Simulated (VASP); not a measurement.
# SnO2 (Pnnm) in VASP: single point with PBE

Aim: the single point of SnO2 with PBE.

All numbers are computed with VASP 6.6.1; they aren't measurements. Logs are shortened: lines on timing, memory, paths and dates and some standing lists are left out, and cuts for length are marked.

### Step 1. The cell of the first run

Symmetry: Pnnm, No. 58, orthorhombic system. Conventional cell: a = 4.828 Å, b = 4.828 Å, c = 3.238 Å, α = 90.00°, β = 90.00°, γ = 90.00°. Within 2.8 Å of Sn (site symmetry 2/m) lie 6 O at 2.11 Å. O (site symmetry m) has 3 Sn at 2.11 Å and 10 O at 2.69 to 3.05 Å within 3.1 Å.

### Step 2. Single point, PBE

Input file INCAR:

```
SYSTEM = SnO2
ALGO     = Normal         ! electronic algorithm
EDIFF    = 1E-6           ! SCF threshold, eV
ENCUT    = 600            ! plane-wave cutoff, eV
GGA      = PE             ! functional
GGA_COMPAT= .FALSE.      
ISIF     = 2              ! what is computed and relaxed
ISMEAR   = -5             ! smearing method
LASPH    = .TRUE.         ! aspherical terms in the spheres
LCHARG   = .FALSE.        ! write CHGCAR
LREAL    = .FALSE.        ! projectors in reciprocal space
LWAVE    = .FALSE.        ! write WAVECAR
NBANDS   = 35             ! bands
NELM     = 120            ! most SCF steps
PREC     = Accurate       ! precision mode
SIGMA    = 0.05           ! smearing width, eV
```

Input file KPOINTS:

```
k-points
0
G
  6 6 8
  0 0 0
```

Input file POSCAR:

```
SnO2
1.0
    4.8277049961      0.0000000000      0.0000000000
    0.0000000000      4.8277049961      0.0000000000
    0.0000000000      0.0000000000      3.2379909406
Sn O
2 4
Direct
    0.0000000000      0.0000000000      0.0000000000
    0.5000000000      0.5000000000      0.5000000000
    0.2681571011      0.3450530715      0.0000000000
    0.2318428989      0.8450530715      0.5000000000
    0.7318428989      0.6549469285      0.0000000000
    0.7681571011      0.1549469285      0.5000000000
```

Potentials or basis: VASP PAW PBE potentials, release 64 (Sn_d, O).

Launch:

```sh
cat potpaw_PBE.64/Sn_d/POTCAR potpaw_PBE.64/O/POTCAR > POTCAR
mpirun -np 1 vasp_std > vasp.out
```

OUTCAR:

```text
SYSTEM = SnO2
   EDIFF = 1E-6
   ENCUT = 600
   GGA = PE
   ISIF = 2
   ISMEAR = -5
   LASPH = .TRUE.
   LREAL = .FALSE.
   NELM = 120
   PREC = Accurate

 ion  position               nearest neighbor table
   1  0.000  0.000  0.000-   4 2.11   6 2.11   4 2.11   6 2.11   5 2.11   3 2.11
   2  0.500  0.500  0.500-   3 2.11   5 2.11   3 2.11   5 2.11   4 2.11   6 2.11
   3  0.268  0.345  0.000-   2 2.11   2 2.11   1 2.11
   4  0.232  0.845  0.500-   1 2.11   1 2.11   2 2.11
   5  0.732  0.655  0.000-   2 2.11   2 2.11   1 2.11
   6  0.768  0.155  0.500-   1 2.11   1 2.11   2 2.11

  LATTYP: Found a simple tetragonal cell.
 ALAT       =     4.8277049961
 C/A-ratio  =     0.6707101911

  Lattice vectors:

 A1 = (   4.8277049961,   0.0000000000,   0.0000000000)
 A2 = (   0.0000000000,   4.8277049961,   0.0000000000)
 A3 = (   0.0000000000,   0.0000000000,   3.2379909406)

Analysis of symmetry for initial positions (statically):
=====================================================================
 Subroutine PRICEL returns:
 Original cell was already a primitive cell.

 Routine SETGRP: Setting up the symmetry group for a
 simple tetragonal supercell.

 Subroutine GETGRP returns: Found  8 space group operations
 (whereof  4 operations were pure point group operations)
 out of a pool of 16 trial point group operations.

The static configuration has the point symmetry C_2h.
 The point group associated with its full space group is D_2h.

Analysis of symmetry for dynamics (positions and initial velocities):
=====================================================================
 Subroutine PRICEL returns:
 Original cell was already a primitive cell.

 Routine SETGRP: Setting up the symmetry group for a
 simple tetragonal supercell.

 Subroutine GETGRP returns: Found  8 space group operations
 (whereof  4 operations were pure point group operations)
 out of a pool of 16 trial point group operations.

The dynamic configuration has the point symmetry C_2h.
 The point group associated with its full space group is D_2h.

 Subroutine INISYM returns: Found  8 space group operations
 (whereof  4 operations are pure point group operations),
 and found     1 'primitive' translations

----------------------------------------------------------------------------------------

                                     Primitive cell

[... 96 lines left out ...]
   LSORBIT =      F    spin-orbit coupling
   LASPH  =      T    aspherical Exc in radial PAW
   ENCUT  =  600.0 eV  44.10 Ry    6.64 a.u.   9.64  9.64  6.47*2*pi/ulx,y,z
   NELM   =    120;   NELMIN=  2; NELMDL= -5     # of ELM steps
   EDIFF  = 0.1E-05   stopping-criterion for ELM
   LREAL  =      F    real-space projection
   EDIFFG = 0.1E-04   stopping-criterion for IOM
   NSW    =      0    number of steps for IOM
   IBRION =     -1    ionic relax: 0-MD 1-quasi-New 2-CG
   NFREE  =      0    steps in history (QN), initial steepest desc. (CG)
   ISIF   =      2    stress and relaxation
   ISYM   =      2    0-nonsym 1-usesym 2-fastsym
   POTIM  = 0.5000    time-step for ionic-motion
   TEBEG  =    0.0;   TEEND  =   0.0 temperature during run
   PSTRESS=    0.0 pullay stress
   NELECT =      52.0000    total number of electrons
   NUPDOWN=      -1.0000    fix difference up-down
   EMIN   =  10.00;   EMAX   =-10.00  energy-range for DOS
   EFERMI =   0.00;   METHOD = LEGACY
   ISMEAR =    -5;   SIGMA  =   0.05  broadening in eV -4-tet -1-fermi 0-gaus
   EFERMI_NEDOS =   21; number of points for ismear=-14 and -15
   IALGO  =     38    algorithm
   IMIX   =      4    mixing-type and parameters
     AMIX     =   0.40;   BMIX     =  1.00
     AMIX_MAG =   1.60;   BMIX_MAG =  1.00
  volume/ion in A,a.u.               =      12.58        84.88
  Fermi-wavevector in a.u.,A,eV,Ry     =   1.445962  2.732472 28.447149  2.090806
  Thomas-Fermi vector in A             =   2.564085
   LORBIT       =      0    0 simple, 1 ext, 2 COOP (PROOUT), +10 PAW based schemes
   GGA     = PE    functional components
   LHFCALC =     F    Hartree Fock is set to
   AEXX    =    0.0000 exact exchange contribution
   IVDW    =     0    specifies the selected vdW correction
   LEPSILON=     F    determine dielectric tensor
   LRPA    =     F    only Hartree local field effects (RPA)
 non-spin polarized calculation
 Fermi weights with tetrahedron method with Bloechl corrections
  energy-cutoff  :      600.00
  volume of cell :       75.47
 maximum number of plane-waves:      2557
 NGX is ok and might be reduce to    40
   NGX = 19   NGY = 19   NGZ = 13

 number of electron      52.0000001 magnetization

 Free energy of the ion-electron system (eV)
  ---------------------------------------------------
  ext. energy  EPLUGINS =         0.00000000
  ---------------------------------------------------
  free energy    TOTEN  =       -37.19128717 eV

  energy without entropy =      -37.19128717  energy(sigma->0) =      -37.19128717

 E-fermi :   5.2840     XC(G=0): -11.0068

 val. band max:        5.2810092122   @ k =   0.3333   0.0000   0.0000
 cond. band min:       6.3173019814   @ k =   0.0000   0.0000   0.0000
 fundamental gap:      1.0362927693
 Fermi energy:         5.2839738696

 k-point     1 :       0.0000    0.0000    0.0000
  band No.  band energies     occupation
      1     -15.4522      2.00000
      2     -14.8323      2.00000
      3     -14.6661      2.00000
      4     -14.6318      2.00000
      5     -14.6236      2.00000
      6     -14.5658      2.00000
[... 901 lines left out ...]
     34      17.1271      0.00000
     35      17.8297      0.00000

 [... further k-points ...]
[... 5 lines left out ...]
  --------------------------------------------------------------------------------------
  -------------------------------------------------------------------------------------
  Total       -1.5872296     -0.3937763     -0.9814079      0.0000000      0.0000000      0.0000000
  in kB      -33.6971573     -8.3599378    -20.8354587      0.0000000      0.0000000      0.0000000
  external PRESSURE =     -20.9641846 kB  Pullay stress =       0.0000000 kB

 VOLUME and BASIS-vectors are now :
 -----------------------------------------------------------------------------
  energy-cutoff  :      600.00
  volume of cell :       75.47
      direct lattice vectors                 reciprocal lattice vectors
     4.827704996  0.000000000  0.000000000     0.207137760  0.000000000  0.000000000
     0.000000000  4.827704996  0.000000000     0.000000000  0.207137760  0.000000000
     0.000000000  0.000000000  3.237990941     0.000000000  0.000000000  0.308833477

 POSITION                                       TOTAL-FORCE (eV/Angst)
 -----------------------------------------------------------------------------------
      0.00000      0.00000      0.00000         0.000000      0.000000      0.000000
      2.41385      2.41385      1.61900         0.000000      0.000000      0.000000
      1.29458      1.66581      0.00000         0.323526     -0.118577      0.000000
      1.11927      4.07967      1.61900        -0.323526     -0.118577     -0.000000
      3.53312      3.16189      0.00000        -0.323526      0.118577     -0.000000
      3.70844      0.74804      1.61900         0.323526      0.118577      0.000000
 -----------------------------------------------------------------------------------
    total drift:                               -0.000000      0.000000     -0.000000

  FREE ENERGIE OF THE ION-ELECTRON SYSTEM (eV)
  ---------------------------------------------------
  free  energy   TOTEN  =       -37.1912871712 eV

  energy  without entropy=      -37.1912871712  energy(sigma->0) =      -37.19128717
```

stdout:

```text
POSCAR found type information on POSCAR SnO
 POSCAR found :  2 types and       6 ions
 scaLAPACK will be used
 LDA part: xc-table for (Slater+PW92), standard interpolation
 POSCAR, INCAR and KPOINTS ok, starting setup
 FFT: planning ... GRIDC
 FFT: planning ... GRID_SOFT
 FFT: planning ... GRID
 WAVECAR not read
 entering main loop
```

It took 2.5 min on 1 thread of Oxide Virtual Turin-like, shared host; peak memory 0.31 GiB.

What came out:

```yaml
Free_energy: -37.1913 eV
Pressure: -2.1 GPa
Largest_force: 0.345 eV/Å
Band_gap_on_the_k_mesh: 1.04 eV (least direct gap 1.20 eV)
```

Forces in eV/Å, atoms in the order of the input:
```
Sn   0.000  0.000  0.000
Sn   0.000  0.000  0.000
O    0.324 -0.119  0.000
O   -0.324 -0.119  0.000
O   -0.324  0.119  0.000
O    0.324  0.119  0.000
```

Caveat: spin-orbit coupling is left out, which moves the levels of the heavy elements. A k mesh can miss the band edges.
